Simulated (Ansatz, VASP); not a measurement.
# One calculation of Al3Ga4N7, two programs

The input INCAR:

```
SYSTEM = Al3Ga4N7
PREC = Accurate
ENCUT = 520
EDIFF = 1E-7
ISMEAR = -1
SIGMA = 0.2482
LREAL = .FALSE.
LASPH = .TRUE.
NELM = 80
ALGO = Normal
ISIF = 2
LWAVE = .FALSE.
LCHARG = .FALSE.
GGA = PE
NBANDS = 61
```

Contents of KPOINTS:

```
Automatic mesh
0
G
  4 4 4
  0 0 0
```

POSCAR

```
Al3Ga4N7
1.0
    5.4234100000     -0.0218160000     -0.1020990000
   -0.0218160000      5.6737360000      0.1832450000
   -0.1020990000      0.1832450000      5.4998890000
Al N Ga
3 7 4
Direct
    0.4963347215      0.4555705780      0.2042607093
    0.2147140001      0.7248786582      0.5397511742
    0.0009032818      0.5729245507      0.0833110987
    0.4564559547      0.0846759770      0.5381235742
    0.6914416601      0.2499835054      0.0097361885
    0.6714604562      0.6056296861      0.4399770254
    0.9743388411      0.9741531563      0.5978804570
    0.7356832916      0.7500270022      0.9965478622
    0.1963697139      0.5196505459      0.8009937333
    0.1519919121      0.4595532925      0.3428751811
    0.7378881608      0.0118734236      0.3067337750
    0.6834798660      0.9711567231      0.7805761531
    0.1717955152      0.2393640895      0.6001494251
    0.6342574426      0.5028453465      0.7518160272
```

Input for Ansatz:

```yaml
crystal:
  lattice:
    - [5.42341, -0.021816, -0.102099]
    - [-0.021816, 5.673736, 0.183245]
    - [-0.102099, 0.183245, 5.499889]
  atoms:
    - { symbol: Al, position: [0.4963347215, 0.455570578, 0.2042607093] }
    - { symbol: Al, position: [0.2147140001, 0.7248786582, 0.5397511742] }
    - { symbol: Al, position: [0.0009032818, 0.5729245507, 0.0833110987] }
    - { symbol: "N", position: [0.4564559547, 0.084675977, 0.5381235742] }
    - { symbol: "N", position: [0.6914416601, 0.2499835054, 0.0097361885] }
    - { symbol: "N", position: [0.6714604562, 0.6056296861, 0.4399770254] }
    - { symbol: "N", position: [0.9743388411, 0.9741531563, 0.597880457] }
    - { symbol: "N", position: [0.7356832916, 0.7500270022, 0.9965478622] }
    - { symbol: "N", position: [0.1963697139, 0.5196505459, 0.8009937333] }
    - { symbol: "N", position: [0.1519919121, 0.4595532925, 0.3428751811] }
    - { symbol: Ga, position: [0.7378881608, 0.0118734236, 0.306733775] }
    - { symbol: Ga, position: [0.683479866, 0.9711567231, 0.7805761531] }
    - { symbol: Ga, position: [0.1717955152, 0.2393640895, 0.6001494251] }
    - { symbol: Ga, position: [0.6342574426, 0.5028453465, 0.7518160272] }
basis:
  ecutwfc: 420
kpoints:
  mp_grid: { grid: [4, 4, 4] }
hamiltonian:
  xc: pbe
scf:
  occupations: { method: fermi_dirac, width: 0.2482 }
output:
  forces: true
  stress: true
  eigenvalues: true
  populations: true
  write_density: true
  write_potential: true
  elf: true
  volumetric_format: npy
```

Alike in both runs: task single point; functional PBE; k mesh 4 × 4 × 4; occupations fermi-dirac, width 0.2482 eV; no spin polarisation.

|  | VASP | Ansatz |
| --- | --- | --- |
| version | VASP 6.6.1 | Ansatz 0.2.0 |
| potentials or method | VASP PAW PBE potentials, release 64 (Al, N, Ga_d), cutoff 520 eV | scalar-relativistic, plane waves, PAW |
| valence electrons in the cell | 96 | 96 |

VASP gave:

```
gap on the k mesh at the Fermi level (eV) : none
rms of the force components (eV/Å)        : 1.571
```

**Question.** Estimate Ansatz's values.

**Answer.** gap on the k mesh at the Fermi level (eV): none; rms of the force components (eV/Å): 1.590.

Atom by atom the forces differ by 0.032 eV/Å (rms over components). A gap of «none» marks a metal or a gap that the smearing closes.
